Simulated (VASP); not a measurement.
# InSb (F-43m) in VASP: a series of runs

InSb is run at these levels: PBE; tasks: single point.

All numbers are computed with VASP 6.6.1; they aren't measurements. Logs are shortened: lines on timing, memory, paths and dates and some standing lists are left out, and cuts for length are marked.

### Step 1. The cell of the first run

Symmetry: F-43m, No. 216, cubic system. The conventional cell has a = 6.347 Å, b = 6.347 Å, c = 6.347 Å, α = 90.00°, β = 90.00°, γ = 90.00°. In (site symmetry -43m) has 4 Sb at 2.75 Å within 3.6 Å. Sb (site symmetry -43m) has 4 In at 2.75 Å within 3.6 Å.

### Step 2. Single point, PBE (volume scaled by 0.9405)

INCAR

```
SYSTEM = InSb
PREC = Accurate
ENCUT = 520
EDIFF = 1E-6
ISMEAR = -1
SIGMA = 0.03
LREAL = .False.
LASPH = .True.
NELM = 100
ALGO = Normal
ISIF = 2
LWAVE = .False.
LCHARG = .True.
GGA = PE
LELF = .True.
LVHAR = .True.
NBANDS = 16
```

KPOINTS

```
Automatic mesh
0
Gamma
  10 10 10
  0 0 0
```

POSCAR

```
InSb
1.0
    0.0000000000      3.1735398497      3.1735398497
    3.1735398497      0.0000000000      3.1735398497
    3.1735398497      3.1735398497      0.0000000000
In Sb
1 1
Direct
    0.0000000000      0.0000000000      0.0000000000
    0.7500000000      0.7500000000      0.7500000000
```

Potentials or basis: VASP PAW PBE potentials, release 64 (In_d, Sb).

Started as:

```sh
cat potpaw_PBE.64/In_d/POTCAR potpaw_PBE.64/Sb/POTCAR > POTCAR
mpirun -np 1 vasp_std > vasp.out
```

OUTCAR:

```text
SYSTEM = InSb
   PREC = Accurate
   ENCUT = 520
   EDIFF = 1E-6
   ISMEAR = -1
   LREAL = .False.
   LASPH = .True.
   NELM = 100
   ISIF = 2
   GGA = PE

 ion  position               nearest neighbor table
   1  0.000  0.000  0.000-   2 2.75   2 2.75   2 2.75   2 2.75
   2  0.750  0.750  0.750-   1 2.75   1 2.75   1 2.75   1 2.75

  LATTYP: Found a face centered cubic cell.
 ALAT       =     6.3470796994

  Lattice vectors:

 A1 = (   0.0000000000,   3.1735398497,   3.1735398497)
 A2 = (   3.1735398497,   0.0000000000,   3.1735398497)
 A3 = (   3.1735398497,   3.1735398497,   0.0000000000)

Analysis of symmetry for initial positions (statically):
=====================================================================
 Subroutine PRICEL returns:
 Original cell was already a primitive cell.

 Routine SETGRP: Setting up the symmetry group for a
 face centered cubic supercell.

 Subroutine GETGRP returns: Found 24 space group operations
 (whereof 24 operations were pure point group operations)
 out of a pool of 48 trial point group operations.

The static configuration has the point symmetry T_d .

Analysis of symmetry for dynamics (positions and initial velocities):
=====================================================================
 Subroutine PRICEL returns:
 Original cell was already a primitive cell.

 Routine SETGRP: Setting up the symmetry group for a
 face centered cubic supercell.

 Subroutine GETGRP returns: Found 24 space group operations
 (whereof 24 operations were pure point group operations)
 out of a pool of 48 trial point group operations.

The dynamic configuration has the point symmetry T_d .

 Subroutine INISYM returns: Found 24 space group operations
 (whereof 24 operations are pure point group operations),
 and found     1 'primitive' translations

----------------------------------------------------------------------------------------

                                     Primitive cell

  volume of cell :      63.9237

  direct lattice vectors                    reciprocal lattice vectors
     0.000000000  3.173539850  3.173539850    -0.157552772  0.157552772  0.157552772
     3.173539850  0.000000000  3.173539850     0.157552772 -0.157552772  0.157552772
     3.173539850  3.173539850  0.000000000     0.157552772  0.157552772 -0.157552772
[... 74 lines left out ...]
 SYSTEM =  InSb
   PREC   = accura    normal or accurate (medium, high low for compatibility)
   ISTART =      0    job   : 0-new  1-cont  2-samecut
   ICHARG =      2    charge: 1-file 2-atom 10-const
   ISPIN  =      1    spin polarized calculation?
   LNONCOLLINEAR =      F non collinear calculations
   LSORBIT =      F    spin-orbit coupling
   LASPH  =      T    aspherical Exc in radial PAW
   ENCUT  =  520.0 eV  38.22 Ry    6.18 a.u.   8.34  8.34  8.34*2*pi/ulx,y,z
   NELM   =    100;   NELMIN=  2; NELMDL= -5     # of ELM steps
   EDIFF  = 0.1E-05   stopping-criterion for ELM
   LREAL  =      F    real-space projection
   EDIFFG = 0.1E-04   stopping-criterion for IOM
   NSW    =      0    number of steps for IOM
   IBRION =     -1    ionic relax: 0-MD 1-quasi-New 2-CG
   NFREE  =      0    steps in history (QN), initial steepest desc. (CG)
   ISIF   =      2    stress and relaxation
   ISYM   =      2    0-nonsym 1-usesym 2-fastsym
   POTIM  = 0.5000    time-step for ionic-motion
   TEBEG  =    0.0;   TEEND  =   0.0 temperature during run
   PSTRESS=    0.0 pullay stress
   NELECT =      18.0000    total number of electrons
   NUPDOWN=      -1.0000    fix difference up-down
   EMIN   =  10.00;   EMAX   =-10.00  energy-range for DOS
   EFERMI =   0.00;   METHOD = LEGACY
   ISMEAR =    -1;   SIGMA  =   0.03  broadening in eV -4-tet -1-fermi 0-gaus
   EFERMI_NEDOS =   21; number of points for ismear=-14 and -15
   IALGO  =     38    algorithm
   IMIX   =      4    mixing-type and parameters
     AMIX     =   0.40;   BMIX     =  1.00
     AMIX_MAG =   1.60;   BMIX_MAG =  1.00
  volume/ion in A,a.u.               =      31.96       215.69
  Fermi-wavevector in a.u.,A,eV,Ry     =   1.073030  2.027732 15.665647  1.151393
  Thomas-Fermi vector in A             =   2.208817
   LORBIT       =      0    0 simple, 1 ext, 2 COOP (PROOUT), +10 PAW based schemes
   GGA     = PE    functional components
   LHFCALC =     F    Hartree Fock is set to
   AEXX    =    0.0000 exact exchange contribution
   IVDW    =     0    specifies the selected vdW correction
   LEPSILON=     F    determine dielectric tensor
   LRPA    =     F    only Hartree local field effects (RPA)
 non-spin polarized calculation
  energy-cutoff  :      520.00
  volume of cell :       63.92
 maximum number of plane-waves:      1759
 NGX is ok and might be reduce to    36
   NGX = 17   NGY = 17   NGZ = 17

 number of electron      18.0000005 magnetization

 Free energy of the ion-electron system (eV)
  ---------------------------------------------------
  ext. energy  EPLUGINS =         0.00000000
  ---------------------------------------------------
  free energy    TOTEN  =        -6.78342931 eV

  energy without entropy =       -6.78338391  energy(sigma->0) =       -6.78340661

 E-fermi :   5.8897     XC(G=0):  -8.9532

 val. band max:        5.7857403243   @ k =   0.0000   0.0000   0.0000
 cond. band min:       5.9574648943   @ k =   0.0000   0.0000   0.0000
 fundamental gap:      0.1717245700
 Fermi energy:         5.8896997976

 k-point     1 :       0.0000    0.0000    0.0000
  band No.  band energies     occupation
      1      -8.9712      2.00000
      2      -8.9712      2.00000
      3      -8.9712      2.00000
      4      -8.8671      2.00000
      5      -8.8671      2.00000
      6      -5.3454      2.00000
[... 433 lines left out ...]
      3      -8.9284      2.00000
      4      -8.8851      2.00000
      5      -8.8591      2.00000
      6      -3.8325      2.00000
[... 8 lines left out ...]
     15      15.5572      0.00000
     16      16.1552      0.00000

 [... further k-points ...]
[... 5 lines left out ...]
  --------------------------------------------------------------------------------------
  -------------------------------------------------------------------------------------
  Total        2.6776472      2.6776472      2.6776472      0.0000000      0.0000000      0.0000000
  in kB       67.1122917     67.1122917     67.1122917      0.0000000      0.0000000      0.0000000
  external PRESSURE =      67.1122917 kB  Pullay stress =       0.0000000 kB

 VOLUME and BASIS-vectors are now :
 -----------------------------------------------------------------------------
  energy-cutoff  :      520.00
  volume of cell :       63.92
      direct lattice vectors                 reciprocal lattice vectors
     0.000000000  3.173539850  3.173539850    -0.157552772  0.157552772  0.157552772
     3.173539850  0.000000000  3.173539850     0.157552772 -0.157552772  0.157552772
     3.173539850  3.173539850  0.000000000     0.157552772  0.157552772 -0.157552772

 POSITION                                       TOTAL-FORCE (eV/Angst)
 -----------------------------------------------------------------------------------
      0.00000      0.00000      0.00000        -0.000000     -0.000000     -0.000000
      4.76031      4.76031      4.76031         0.000000      0.000000      0.000000
 -----------------------------------------------------------------------------------
    total drift:                                0.000000      0.000000      0.000000

  FREE ENERGIE OF THE ION-ELECTRON SYSTEM (eV)
  ---------------------------------------------------
  free  energy   TOTEN  =        -6.7834293059 eV

  energy  without entropy=       -6.7833839081  energy(sigma->0) =       -6.78340661
```

OSZICAR:

```text
N       E                     dE             d eps       ncg     rms          rms(c)
DAV:   1     0.114701627194E+03    0.11470E+03   -0.79956E+03  1504   0.115E+03
DAV:   2     0.404296534537E+00   -0.11430E+03   -0.11018E+03  1680   0.285E+02
DAV:   3    -0.669842670564E+01   -0.71027E+01   -0.70734E+01  1864   0.729E+01
DAV:   4    -0.689751103711E+01   -0.19908E+00   -0.19905E+00  1904   0.137E+01
DAV:   5    -0.690789030206E+01   -0.10379E-01   -0.10379E-01  2272   0.263E+00    0.462E+00
DAV:   6    -0.679985777753E+01    0.10803E+00   -0.15609E-01  2168   0.639E+00    0.268E+00
DAV:   7    -0.678188234640E+01    0.17975E-01   -0.78506E-02  2056   0.274E+00    0.667E-01
DAV:   8    -0.678271272314E+01   -0.83038E-03   -0.83913E-03  1976   0.110E+00    0.310E-01
DAV:   9    -0.678335830908E+01   -0.64559E-03   -0.10279E-03  1800   0.262E-01    0.788E-02
DAV:  10    -0.678338870529E+01   -0.30396E-04   -0.48762E-05  2136   0.503E-02    0.418E-02
DAV:  11    -0.678342781485E+01   -0.39110E-04   -0.69917E-05  1688   0.570E-02    0.246E-02
DAV:  12    -0.678342932247E+01   -0.15076E-05   -0.12407E-06  1768   0.820E-03    0.616E-03
DAV:  13    -0.678342930593E+01    0.16543E-07   -0.12701E-06  1696   0.661E-03
   1 F= -.67834293E+01 E0= -.67834066E+01  d E =-.453979E-04
```

Wall time 33 s (1 thread of Intel Xeon Platinum 8488C (Sapphire Rapids), shared host); peak memory 0.22 GiB.

What came out:

```yaml
Free_energy: -6.7834 eV
Pressure: 6.7 GPa
Band_gap_on_the_k_mesh: 0.17 eV, direct
```

Caveat: spin-orbit coupling is left out, which moves the levels of the heavy elements.

### Step 3. Single point, PBE (volume scaled by 0.98)

INCAR

```
SYSTEM = InSb
ALGO = Normal
EDIFF = 1E-6
ENCUT = 520
GGA = PE
ISIF = 2
ISMEAR = -1
LASPH = .True.
LCHARG = .False.
LREAL = .False.
LWAVE = .False.
NBANDS = 16
NELM = 80
PREC = Accurate
SIGMA = 0.03
```

KPOINTS

```
k-points
0
Gamma
  10 10 10
  0 0 0
```

POSCAR

```
InSb
1.0
    0.0000000000      3.2173604188      3.2173604188
    3.2173604188      0.0000000000      3.2173604188
    3.2173604188      3.2173604188      0.0000000000
In Sb
1 1
Direct
    0.0000000000      0.0000000000      0.0000000000
    0.7500000000      0.7500000000      0.7500000000
```

Potentials or basis: VASP PAW PBE potentials, release 64 (In_d, Sb).

Started as:

```sh
cat potpaw_PBE.64/In_d/POTCAR potpaw_PBE.64/Sb/POTCAR > POTCAR
mpirun -np 1 vasp_std > vasp.out
```

Run time: 30 s. Hardware: 1 thread of Intel Xeon Platinum 8488C (Sapphire Rapids), shared host; peak memory 0.22 GiB.

The run converged. Its results:

```yaml
Free_energy: -6.8746 eV
Pressure: 4.2 GPa
Band_gap_on_the_k_mesh: zero (filled and empty bands touch)
```

Levels at points of the mesh, in eV from the Fermi level:
```csv
k point,band 5,band 6,band 7,band 8,band 9,band 10,band 11,band 12,band 13,band 14
"(0.00, 0.00, 0.00)",-14.59,-10.88,-0.10,-0.03,-0.03,-0.03,2.93,2.93,2.93,5.72
"(0.50, 0.00, 0.00)",-14.59,-9.46,-5.74,-1.06,-1.06,0.55,3.79,3.79,6.06,8.37
"(0.50, 0.50, 0.00)",-14.58,-8.82,-6.03,-2.36,-2.36,1.28,1.29,8.25,8.25,8.92
```

Caveat: spin-orbit coupling is left out, which moves the levels of the heavy elements.

### Step 4. Single point, PBE (volume scaled by 1.02)

INCAR

```
PREC     = Accurate       # precision mode
ENCUT    = 520            # plane-wave cutoff, eV
EDIFF    = 1E-7           # SCF threshold, eV
ISMEAR   = -1             # smearing method
SIGMA    = 0.03           # smearing width, eV
LREAL    = False          # projectors in reciprocal space
LASPH    = True           # aspherical terms in the spheres
NELM     = 80             # most SCF steps
ALGO     = Normal         # electronic algorithm
ISIF     = 2              # what is computed and relaxed
LWAVE    = False          # write WAVECAR
LCHARG   = True           # write CHGCAR
GGA      = PE             # functional
LELF     = True           # ELF
LVHAR    = True         
NBANDS   = 16             # bands
```

KPOINTS

```
regular mesh
0
Gamma
  10 10 10
```

POSCAR

```
InSb
1.0
    0.0000000000      3.2605516185      3.2605516185
    3.2605516185      0.0000000000      3.2605516185
    3.2605516185      3.2605516185      0.0000000000
In Sb
1 1
Direct
    0.0000000000      0.0000000000      0.0000000000
    0.7500000000      0.7500000000      0.7500000000
```

Started as:

```sh
cat potpaw_PBE.64/In_d/POTCAR potpaw_PBE.64/Sb/POTCAR > POTCAR
mpirun -np 1 vasp_std > vasp.out
```

Wall time 34 s (1 thread of Intel Xeon Platinum 8488C (Sapphire Rapids), shared host); peak memory 0.23 GiB.

Results (log left out):

| Item | Value |
| --- | --- |
| Free energy | -6.9284 eV |
| Pressure | 2.1 GPa |
| Band gap on the k mesh | zero (filled and empty bands touch) |

Levels at points of the mesh, in eV from the Fermi level:
```tsv
k point	band 6	band 7	band 8	band 9	band 10	band 11	band 12	band 13
(0.00, 0.00, 0.00)	-10.62	-0.33	-0.03	-0.03	-0.03	2.94	2.94	2.94
(0.50, 0.00, 0.00)	-9.30	-5.55	-1.00	-1.00	0.48	3.78	3.78	6.08
(0.50, 0.50, 0.00)	-8.72	-5.86	-2.22	-2.22	1.32	1.36	8.01	8.01
```

Caveat: spin-orbit coupling is left out, which moves the levels of the heavy elements.

### Step 5. Summary

| cell | gap on the mesh (eV) | pressure (GPa) |
| --- | --- | --- |
| a = 4.488 Å, angles 60.0°, 2 atoms | 0.17 | 6.7 |
| a = 4.550 Å, angles 60.0°, 2 atoms | none | 4.2 |
| a = 4.611 Å, angles 60.0°, 2 atoms | none | 2.1 |

Alike in all rows: task single point; level PBE; potentials or basis VASP PAW PBE potentials, release 64 (In_d, Sb); no spin polarisation; k mesh 10 × 10 × 10; cutoff (eV) 520; smearing fermi-dirac 0.03 eV.

Caveats: spin-orbit coupling is left out, which moves the levels of the heavy elements.

Absolute energies hang on the potentials; compare differences alone.
